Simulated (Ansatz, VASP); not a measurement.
Two plane-wave programs on Si

INCAR

```
  PREC = Accurate
  ENCUT = 520
  EDIFF = 1E-6
  ISMEAR = 0
  SIGMA = 0.05
  LREAL = F
  LASPH = T
  NELM = 100
  ALGO = Normal
  ISIF = 2
  LWAVE = F
  LCHARG = T
  GGA = PE
  LELF = T
  LVHAR = T
  NBANDS = 26
```

KPOINTS

```
regular mesh
0
Gamma
  8 8 8
```

The input POSCAR:

```
Si
1.0
    3.3455832253     -3.3455832253      1.9304179686
    3.3455832253      3.3455832253     -1.9304179686
   -3.3455832253      3.3455832253      5.7912539057
Si
8
Direct
    0.1805267636      0.4311991480      0.2545048964
    0.5893052538      0.3572210152      0.5893052538
    0.4106947462      0.6427789848      0.4106947462
    0.9106947462      0.6427789848      0.9106947462
    0.7320842385      0.0000000000      0.0893052538
    0.2320842386      0.0000000000      0.5893052538
    0.7679157615      0.0000000000      0.4106947462
    0.2679157614      0.0000000000      0.9106947462
```

Input for Ansatz:

```yaml
crystal:
  lattice:
    - [3.3455832253, -3.3455832253, 1.9304179686]
    - [3.3455832253, 3.3455832253, -1.9304179686]
    - [-3.3455832253, 3.3455832253, 5.7912539057]
  atoms:
    - { symbol: Si, position: [0.1805267636, 0.431199148, 0.2545048964] }
    - { symbol: Si, position: [0.5893052538, 0.3572210152, 0.5893052538] }
    - { symbol: Si, position: [0.4106947462, 0.6427789848, 0.4106947462] }
    - { symbol: Si, position: [0.9106947462, 0.6427789848, 0.9106947462] }
    - { symbol: Si, position: [0.7320842385, 0.0, 0.0893052538] }
    - { symbol: Si, position: [0.2320842386, 0.0, 0.5893052538] }
    - { symbol: Si, position: [0.7679157615, 0.0, 0.4106947462] }
    - { symbol: Si, position: [0.2679157614, 0.0, 0.9106947462] }
basis:
  ecutwfc: 420
kpoints:
  mp_grid: { grid: [8, 8, 8] }
hamiltonian:
  xc: pbe
  pseudopotentials: { kind: paw, azcp: { folder: soft_1 } }
scf:
  occupations: { method: gaussian, width: 0.05 }
output:
  forces: true
  stress: true
  eigenvalues: true
  write_density: true
  write_potential: true
  elf: true
  volumetric_format: npy
```

Alike in both runs: task single point; functional PBE; k mesh 8 × 8 × 8; occupations gaussian, width 0.05 eV; no spin polarisation.

|  | VASP | Ansatz |
| --- | --- | --- |
| version | VASP 6.6.1 | Ansatz 0.2.0 |
| potentials or method | VASP PAW PBE potentials, release 64 (Si), cutoff 520 eV | scalar-relativistic, plane waves, PAW |
| valence electrons in the cell | 32 | 32 |

VASP gave:

| Property | Result |
| --- | --- |
| gap on the k mesh at the Fermi level (eV) | none |
| pressure (GPa) | 23.2 |
| traceless stress, the component that is largest in VASP (GPa) | 32.26 |
| rms of the force components (eV/Å) | 16.721 |

Task: What did Ansatz give for the same quantities?

Result: gap on the k mesh at the Fermi level (eV): none; pressure (GPa): 23.2; traceless stress, the component that is largest in VASP (GPa): 32.20; rms of the force components (eV/Å): 16.704.

Atom by atom the forces differ by 0.020 eV/Å (rms over components). A gap of «none» marks a metal or a gap that the smearing closes.
